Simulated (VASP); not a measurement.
# PbS (F-43m) in VASP: further runs

The runs below take PbS through single point, with HSE06, PBE-based screened hybrid with 30 % exact exchange.

Everything below comes from runs of VASP 6.6.1. Logs are shortened: lines on timing, memory, paths and dates and some standing lists are left out, and cuts for length are marked.

### 1 The cell of the first run

Symmetry: F-43m, No. 216, cubic system. The conventional cell has a = 6.602 Å, b = 6.602 Å, c = 6.602 Å, α = 90.00°, β = 90.00°, γ = 90.00°. Pb (site symmetry -43m) has 4 S at 2.86 Å within 3.8 Å. S (site symmetry -43m) has 4 Pb at 2.86 Å within 3.8 Å.

### 2 Single point, HSE06

Input file POSCAR:

```
PbS
1.0
    0.0000000000      3.3009774971      3.3009774971
    3.3009774971      0.0000000000      3.3009774971
    3.3009774971      3.3009774971      0.0000000000
Pb S
1 1
Direct
    0.0000000000      0.0000000000      0.0000000000
    0.2500000000      0.2500000000      0.2500000000
```

Input file INCAR.step1:

```
PREC = Accurate ; ENCUT = 400
EDIFF = 1E-5 ; ISMEAR = 0
SIGMA = 0.01 ; LREAL = False
LASPH = True ; NELM = 120
ALGO = Normal ; ISIF = 2
LWAVE = True ; LCHARG = False
NBANDS = 17 ; GGA = PE
GGA_COMPAT = False
```

Input file INCAR.step2:

```
PREC = Accurate ; ENCUT = 400
EDIFF = 1E-6 ; ISMEAR = 0
SIGMA = 0.01 ; LREAL = False
LASPH = True ; NELM = 120
ALGO = Normal ; ISIF = 2
LWAVE = False ; LCHARG = False
GGA = PE ; LHFCALC = True
HFSCREEN = 0.2079 ; PRECFOCK = Normal
NBANDS = 17 ; ISTART = 1
GGA_COMPAT = False
```

Input file KPOINTS:

```
Automatic mesh
0
Gamma
  2 2 2
```

Potentials or basis: VASP PAW PBE potentials, release 64 (Pb_d, S).

Run with:

```
$ cat potpaw_PBE.64/Pb_d/POTCAR potpaw_PBE.64/S/POTCAR > POTCAR
$ cp INCAR.step1 INCAR
$ mpirun -np 1 vasp_std > vasp.out
$ cp INCAR.step2 INCAR
$ mpirun -np 1 vasp_std > vasp.out
```

OUTCAR:

```text
PREC = Accurate
   ENCUT = 400
   EDIFF = 1E-6
   ISMEAR = 0
   LREAL = False
   LASPH = True
   NELM = 120
   ISIF = 2
   GGA = PE
   LHFCALC = True
   HFSCREEN = 0.2079
   PRECFOCK = Normal
   ISTART = 1

 ion  position               nearest neighbor table
   1  0.000  0.000  0.000-   2 2.86   2 2.86   2 2.86   2 2.86
   2  0.250  0.250  0.250-   1 2.86   1 2.86   1 2.86   1 2.86

  LATTYP: Found a face centered cubic cell.
 ALAT       =     6.6019549942

  Lattice vectors:

 A1 = (   0.0000000000,   3.3009774971,   3.3009774971)
 A2 = (   3.3009774971,   0.0000000000,   3.3009774971)
 A3 = (   3.3009774971,   3.3009774971,   0.0000000000)

Analysis of symmetry for initial positions (statically):
=====================================================================
 Subroutine PRICEL returns:
 Original cell was already a primitive cell.

 Routine SETGRP: Setting up the symmetry group for a
 face centered cubic supercell.

 Subroutine GETGRP returns: Found 24 space group operations
 (whereof 24 operations were pure point group operations)
 out of a pool of 48 trial point group operations.

The static configuration has the point symmetry T_d .

Analysis of symmetry for dynamics (positions and initial velocities):
=====================================================================
 Subroutine PRICEL returns:
 Original cell was already a primitive cell.

 Routine SETGRP: Setting up the symmetry group for a
 face centered cubic supercell.

 Subroutine GETGRP returns: Found 24 space group operations
 (whereof 24 operations were pure point group operations)
 out of a pool of 48 trial point group operations.

The dynamic configuration has the point symmetry T_d .

 Subroutine INISYM returns: Found 24 space group operations
 (whereof 24 operations are pure point group operations),
 and found     1 'primitive' translations

----------------------------------------------------------------------------------------

                                     Primitive cell

  volume of cell :      71.9379

  direct lattice vectors                    reciprocal lattice vectors
     0.000000000  3.300977497  3.300977497    -0.151470284  0.151470284  0.151470284
     3.300977497  0.000000000  3.300977497     0.151470284 -0.151470284  0.151470284
     3.300977497  3.300977497  0.000000000     0.151470284  0.151470284 -0.151470284

  length of vectors
     4.668287145  4.668287145  4.668287145     0.262354228  0.262354228  0.262354228

  position of ions in fractional coordinates (direct lattice)
     0.000000000  0.000000000  0.000000000
     0.250000000  0.250000000  0.250000000

  ion indices of the primitive-cell ions
   primitive index   ion index
                 1           1
                 2           2

----------------------------------------------------------------------------------------

 KPOINTS: Automatic mesh

Automatic generation of k-mesh.
 Grid dimensions read from file:
 generate k-points for:    2    2    2

 Generating k-lattice:

  Cartesian coordinates                     Fractional coordinates (reciprocal lattice)
    -0.075735142  0.075735142  0.075735142     0.500000000  0.000000000  0.000000000
     0.075735142 -0.075735142  0.075735142     0.000000000  0.500000000  0.000000000
     0.075735142  0.075735142 -0.075735142     0.000000000  0.000000000  0.500000000

  Length of vectors
     0.131177114  0.131177114  0.131177114

  Shift w.r.t. Gamma in fractional coordinates (k-lattice)
     0.000000000  0.000000000  0.000000000

 Subroutine IBZKPT returns following result:
 ===========================================

 Found      3 irreducible k-points:

 Following reciprocal coordinates:
            Coordinates               Weight
  0.000000  0.000000  0.000000      1.000000
  0.500000  0.000000  0.000000      4.000000
  0.500000  0.500000  0.000000      3.000000
   k-points           NKPTS =      3   k-points in BZ     NKDIM =      8   number of bands    NBANDS=     17
   number of dos      NEDOS =    301   number of ions     NIONS =      2
   total plane-waves  NPLWV =  27000
   dimension x,y,z NGX =    30 NGY =   30 NGZ =   30
   dimension x,y,z NGXF=    60 NGYF=   60 NGZF=   60
   ions per type =               1   1
   NGX,Y,Z   is equivalent  to a cutoff of  10.68, 10.68, 10.68 a.u.
   NGXF,Y,Z  is equivalent  to a cutoff of  21.37, 21.37, 21.37 a.u.
 SYSTEM =  unknown system
   PREC   = accura    normal or accurate (medium, high low for compatibility)
   ISTART =      1    job   : 0-new  1-cont  2-samecut
   ICHARG =      0    charge: 1-file 2-atom 10-const
   ISPIN  =      1    spin polarized calculation?
   LNONCOLLINEAR =      F non collinear calculations
   LSORBIT =      F    spin-orbit coupling
   LASPH  =      T    aspherical Exc in radial PAW
   ENCUT  =  400.0 eV  29.40 Ry    5.42 a.u.   7.61  7.61  7.61*2*pi/ulx,y,z
   NELM   =    120;   NELMIN=  2; NELMDL=  0     # of ELM steps
   EDIFF  = 0.1E-05   stopping-criterion for ELM
   LREAL  =      F    real-space projection
   EDIFFG = 0.1E-04   stopping-criterion for IOM
   NSW    =      0    number of steps for IOM
   IBRION =     -1    ionic relax: 0-MD 1-quasi-New 2-CG
   NFREE  =      0    steps in history (QN), initial steepest desc. (CG)
   ISIF   =      2    stress and relaxation
   ISYM   =      3    0-nonsym 1-usesym 2-fastsym
   POTIM  = 0.5000    time-step for ionic-motion
   TEBEG  =    0.0;   TEEND  =   0.0 temperature during run
   PSTRESS=    0.0 pullay stress
   NELECT =      20.0000    total number of electrons
   NUPDOWN=      -1.0000    fix difference up-down
   EMIN   =  10.00;   EMAX   =-10.00  energy-range for DOS
   EFERMI =   0.00;   METHOD = LEGACY
   ISMEAR =     0;   SIGMA  =   0.01  broadening in eV -4-tet -1-fermi 0-gaus
   EFERMI_NEDOS =   21; number of points for ismear=-14 and -15
   IALGO  =     38    algorithm
   IMIX   =      1    mixing-type and parameters
     AMIX     =   0.40;   BMIX     =  1.00
     AMIX_MAG =   1.60;   BMIX_MAG =  1.00
  volume/ion in A,a.u.               =      35.97       242.73
  Fermi-wavevector in a.u.,A,eV,Ry     =   1.068478  2.019131 15.533028  1.141645
  Thomas-Fermi vector in A             =   2.204127
   LORBIT       =      0    0 simple, 1 ext, 2 COOP (PROOUT), +10 PAW based schemes
   GGA     = PE    functional components
   LHFCALC =     T    Hartree Fock is set to
   PRECFOCK=normal    Normal, Fast or Accurate (Low or Medium for compatibility)
   ENCUT4O =  -1.0   cutoff for four orbital integrals eV
   NKREDX  =     1    reduce k-point grid by
   NKREDY  =     1    reduce k-point grid by
   NKREDZ  =     1    reduce k-point grid by
   AEXX    =    0.2500 exact exchange contribution
   HFSCREEN=    0.2079 screening length (either q_TF or 0.3 A-1)
   HFSCREENC=   0.2079 screening length for correlation (either q_TF or 0.3 A-1)
   ENCUTFOCK=  -1.0 apply spherical cutoff to Coloumb kernel
   IVDW    =     0    specifies the selected vdW correction
   LEPSILON=     F    determine dielectric tensor
   LRPA    =     F    only Hartree local field effects (RPA)
 non-spin polarized calculation
 Gauss-broadening in eV      SIGMA  =   0.01
  energy-cutoff  :      400.00
  volume of cell :       71.94
 maximum number of plane-waves:      1308
  NGX = 24; NGY = 24; NGZ = 24

 number of electron      20.0000003 magnetization

 Free energy of the ion-electron system (eV)
  ---------------------------------------------------
  ext. energy  EPLUGINS =         0.00000000
  ---------------------------------------------------
  free energy    TOTEN  =       -10.31064233 eV

  energy without entropy =      -10.31064233  energy(sigma->0) =      -10.31064233

 E-fermi :   2.0243     XC(G=0):  -6.6712

 val. band max:        1.9207933857   @ k =   0.5000   0.5000   0.0000
 cond. band min:       3.8746788855   @ k =   0.5000   0.5000   0.0000
 fundamental gap:      1.9538854998
 Fermi energy:         2.0242599070

 k-point     1 :       0.0000    0.0000    0.0000
  band No.  band energies     occupation
      1     -15.8808      2.00000
      2     -15.8808      2.00000
      3     -15.8808      2.00000
      4     -15.8342      2.00000
      5     -15.8342      2.00000
      6     -11.5581      2.00000
[... 9 lines left out ...]
     16      11.9936      0.00000
     17      12.9179      0.00000

 k-point     2 :       0.5000    0.0000    0.0000
  band No.  band energies     occupation
      1     -15.9134      2.00000
      2     -15.8689      2.00000
      3     -15.8689      2.00000
      4     -15.8301      2.00000
      5     -15.8301      2.00000
      6     -10.7918      2.00000
[... 9 lines left out ...]
     16      12.1869      0.00000
     17      12.1869      0.00000

 k-point     3 :       0.5000    0.5000    0.0000
  band No.  band energies     occupation
      1     -15.9395      2.00000
      2     -15.8503      2.00000
      3     -15.8503      2.00000
      4     -15.8452      2.00000
      5     -15.8246      2.00000
      6     -10.4948      2.00000
[... 9 lines left out ...]
     16      13.3559      0.00000
     17      13.6426      0.00000

------------------------ aborting loop because EDIFF is reached ----------------------------------------

  FORCE on cell =-STRESS in cart. coord.  units (eV):
  Direction    XX          YY          ZZ          XY          YZ          ZX
  --------------------------------------------------------------------------------------
  -------------------------------------------------------------------------------------
  Total       -0.7274032     -0.7274032     -0.7274032     -0.0000000     -0.0000000     -0.0000000
  in kB      -16.2004878    -16.2004878    -16.2004878     -0.0000000     -0.0000000     -0.0000000
  external PRESSURE =     -16.2004878 kB  Pullay stress =       0.0000000 kB

 VOLUME and BASIS-vectors are now :
 -----------------------------------------------------------------------------
  energy-cutoff  :      400.00
  volume of cell :       71.94
      direct lattice vectors                 reciprocal lattice vectors
     0.000000000  3.300977497  3.300977497    -0.151470284  0.151470284  0.151470284
     3.300977497  0.000000000  3.300977497     0.151470284 -0.151470284  0.151470284
     3.300977497  3.300977497  0.000000000     0.151470284  0.151470284 -0.151470284

 POSITION                                       TOTAL-FORCE (eV/Angst)
 -----------------------------------------------------------------------------------
      0.00000      0.00000      0.00000         0.000000      0.000000      0.000000
      1.65049      1.65049      1.65049        -0.000000     -0.000000     -0.000000
 -----------------------------------------------------------------------------------
    total drift:                                0.000033      0.000006     -0.000013

  FREE ENERGIE OF THE ION-ELECTRON SYSTEM (eV)
  ---------------------------------------------------
  free  energy   TOTEN  =       -10.3106423324 eV

  energy  without entropy=      -10.3106423324  energy(sigma->0) =      -10.31064233
```

Run time: 27 s. Hardware: 1 thread of Intel Xeon 6975P-C (Granite Rapids), shared host; peak memory 0.26 GiB.

Results:

* Free energy: -10.3106 eV
* Pressure: -1.6 GPa
* Band gap on the k mesh: 1.95 eV

Levels at points of the mesh, in eV from the valence-band top:
```csv
k point,band 6,band 7,band 8,band 9,band 10,band 11,band 12,band 13,band 14,band 15
"(0.00, 0.00, 0.00)",-13.48,-5.72,-1.52,-1.52,-1.52,3.74,3.74,3.74,6.45,10.07
"(0.50, 0.00, 0.00)",-12.71,-7.76,-2.04,-2.04,-1.50,4.49,4.49,4.89,8.28,9.94
"(0.50, 0.50, 0.00)",-12.42,-8.19,-2.77,-2.77,0.00,1.95,6.55,6.55,7.19,10.10
```

Caveat: the k points lie up to 0.82 Å⁻¹ apart; the PAW data sets were made with another functional, which shifts forces and pressure a little; spin-orbit coupling is left out, which moves the levels of the heavy elements.

### 3 Single point, PBE-based screened hybrid with 30 % exact exchange

POSCAR is that of step 2.

Input file INCAR.step1:

```
PREC     = Accurate       # precision mode
ENCUT    = 520            # plane-wave cutoff, eV
EDIFF    = 1E-5           # SCF threshold, eV
ISMEAR   = 0              # smearing method
SIGMA    = 0.01           # smearing width, eV
LREAL    = False          # projectors in reciprocal space
LASPH    = True           # aspherical terms in the spheres
NELM     = 80             # most SCF steps
ALGO     = Normal         # electronic algorithm
ISIF     = 2              # what is computed and relaxed
LWAVE    = True           # write WAVECAR
LCHARG   = False          # write CHGCAR
GGA      = PE             # functional
NBANDS   = 17             # bands
```

Input file INCAR.step2:

```
PREC     = Accurate       # precision mode
ENCUT    = 520            # plane-wave cutoff, eV
EDIFF    = 1E-7           # SCF threshold, eV
ISMEAR   = 0              # smearing method
SIGMA    = 0.01           # smearing width, eV
LREAL    = False          # projectors in reciprocal space
LASPH    = True           # aspherical terms in the spheres
NELM     = 80             # most SCF steps
ALGO     = Normal         # electronic algorithm
ISIF     = 2              # what is computed and relaxed
LWAVE    = False          # write WAVECAR
LCHARG   = False          # write CHGCAR
GGA      = PE             # functional
LHFCALC  = True           # exact exchange
AEXX     = 0.3            # exact-exchange fraction
HFSCREEN = 0.3            # screening, 1/A
PRECFOCK = Normal       
ISTART   = 1            
NBANDS   = 17             # bands
```

Input file KPOINTS:

```
Automatic mesh
0
Gamma
  4 4 4
```

Potentials or basis: VASP PAW PBE potentials, release 64 (Pb_d, S).

Run with:

```
$ cat potpaw_PBE.64/Pb_d/POTCAR potpaw_PBE.64/S/POTCAR > POTCAR
$ cp INCAR.step1 INCAR
$ mpirun -np 1 vasp_std > vasp.out
$ cp INCAR.step2 INCAR
$ mpirun -np 1 vasp_std > vasp.out
```

Wall time 35 min (1 thread of Intel Xeon 8259CL, shared host); peak memory 0.32 GiB.

Results (log left out):

```yaml
Free_energy: -9.9208 eV
Pressure: 0.0 GPa
Band_gap_on_the_k_mesh: 1.22 eV (least direct gap 1.73 eV)
```

Levels at points of the mesh, in eV from the valence-band top:
| k point | band 8 | band 9 | band 10 | band 11 | band 12 | band 13 |
| --- | --- | --- | --- | --- | --- | --- |
| (0.00, 0.00, 0.00) | -2.05 | -2.05 | -2.05 | 3.04 | 3.04 | 3.04 |
| (0.50, 0.00, 0.00) | -2.59 | -2.59 | -2.04 | 3.78 | 3.78 | 4.20 |
| (0.50, 0.50, 0.00) | -3.33 | -3.33 | -0.52 | 1.22 | 5.89 | 5.89 |

Caveat: the PAW data sets were made with another functional, which shifts forces and pressure a little; spin-orbit coupling is left out, which moves the levels of the heavy elements. A k mesh can miss the band edges.
